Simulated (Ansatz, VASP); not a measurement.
# Two plane-wave programs on LaScF2

INCAR

```
PREC = Accurate
ENCUT = 600
EDIFF = 1E-6
ISMEAR = 0
SIGMA = 0.1
LREAL = F
LASPH = T
NELM = 100
ALGO = Normal
ISIF = 3
LWAVE = F
LCHARG = F
GGA = PE
IBRION = 2
NSW = 90
EDIFFG = -0.04
```

File KPOINTS:

```
Automatic mesh
0
Gamma
  4 4 4
```

Contents of POSCAR:

```
LaScF2
1.0
    0.0000000000      4.1062623900      4.1062623900
    4.1062623900      0.0000000000      4.1062623900
    4.1062623900      4.1062623900      0.0000000000
La Sc F
2 2 4
Direct
    0.7500000000      0.7500000000      0.7500000000
    0.5000000000      0.5000000000      0.5000000000
    0.0000000000      0.0000000000      0.0000000000
    0.2500000000      0.2500000000      0.2500000000
    0.1250000000      0.1250000000      0.1250000000
    0.1250000000      0.1250000000      0.6250000000
    0.1250000000      0.6250000000      0.1250000000
    0.6250000000      0.1250000000      0.1250000000
```

Input for Ansatz:

```yaml
crystal:
  lattice:
    - [0.0, 4.10626239, 4.10626239]
    - [4.10626239, 0.0, 4.10626239]
    - [4.10626239, 4.10626239, 0.0]
  atoms:
    - { symbol: La, position: [0.75, 0.75, 0.75] }
    - { symbol: La, position: [0.5, 0.5, 0.5] }
    - { symbol: Sc, position: [0.0, 0.0, 0.0] }
    - { symbol: Sc, position: [0.25, 0.25, 0.25] }
    - { symbol: F, position: [0.125, 0.125, 0.125] }
    - { symbol: F, position: [0.125, 0.125, 0.625] }
    - { symbol: F, position: [0.125, 0.625, 0.125] }
    - { symbol: F, position: [0.625, 0.125, 0.125] }
basis:
  ecutwfc: 420
kpoints:
  mp_grid: { grid: [4, 4, 4] }
hamiltonian:
  xc: pbe
scf:
  occupations: { method: gaussian, width: 0.1 }
  lower_state_search: "off"
output:
  forces: true
  stress: true
  eigenvalues: true
relax:
  adjacent_minimum: "off"
  f_tol: 0.04
  max_steps: 70
  cell: { stress_tol: 0.4 }
```

Alike in both runs: task relaxation of cell and atoms; functional PBE; k mesh 4 × 4 × 4; occupations gaussian, width 0.1 eV; no spin polarisation.

```csv
,VASP,Ansatz
version,VASP 6.6.1,Ansatz 0.2.0
potentials or method,"VASP PAW PBE potentials, release 64 (La, Sc_sv, F), cutoff 600 eV","scalar-relativistic, plane waves, PAW"
valence electrons in the cell,72,72
```

|  | VASP | Ansatz | Ansatz less VASP |
| --- | --- | --- | --- |
| gap on the k mesh at the Fermi level, each at its own relaxed structure (eV) | none | none | - |
| relaxed volume (Å³/atom) | 25.36 | 25.59 | +0.231 |
| relaxed cell length with the largest relative difference (Å) | 6.595 | 6.615 | +0.0200 |

A gap of «none» marks a metal or a gap that the smearing closes.

Spin-orbit coupling is off throughout. Noted on VASP's run: the volume moved by over 15 % at a fixed basis, so the end points are rough.
